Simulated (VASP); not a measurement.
KBr (rock salt type), 2 atoms in the cell. Symmetry: Fm-3m, No. 225, cubic system. The conventional cell has a = 6.655 Å, b = 6.655 Å, c = 6.655 Å, α = 90.00°, β = 90.00°, γ = 90.00°. Within 4.4 Å of K (site symmetry m-3m) lie 6 Br at 3.33 Å. Br (site symmetry m-3m) has 6 K at 3.33 Å within 4.4 Å. 

```yaml
Program: VASP 6.6.1
Task: single point
Functional: HSE06
Potentials_or_basis: VASP PAW PBE potentials, release 64 (K_sv, Br)
Cutoff: 520 eV
k_mesh: 4 × 4 × 4
Occupations: fermi-dirac, width 0.05 eV
Spin: no spin polarisation
Dipole_correction: no
Grid_for_exact_exchange_PRECFOCK: Normal
Further_INCAR_settings: ALGO = Normal; EDIFF = 1e-07; NBANDS = 15
Share_of_exact_exchange: 0.25
Screening_parameter: 0.2079 1/Å
```

Potentials or basis: VASP PAW PBE potentials, release 64 (K_sv, Br).

Run with:

```console
$ cat potpaw_PBE.64/K_sv/POTCAR potpaw_PBE.64/Br/POTCAR > POTCAR
$ cp INCAR.step1 INCAR
$ mpirun -np 1 vasp_std > vasp.out
$ cp INCAR.step2 INCAR
$ mpirun -np 1 vasp_std > vasp.out
```

Hardware: 1 thread of Intel(R) Xeon(R) Platinum 8259CL CPU @ 2.50GHz (Skylake/Cascade Lake) (shared host).

Question: How long does it take, and how much memory?

Answer: Wall time 8.4 min on 1 thread of Intel(R) Xeon(R) Platinum 8259CL CPU @ 2.50GHz (Skylake/Cascade Lake), on a shared host, peak memory 0.32 GiB. Counts: k points 8.
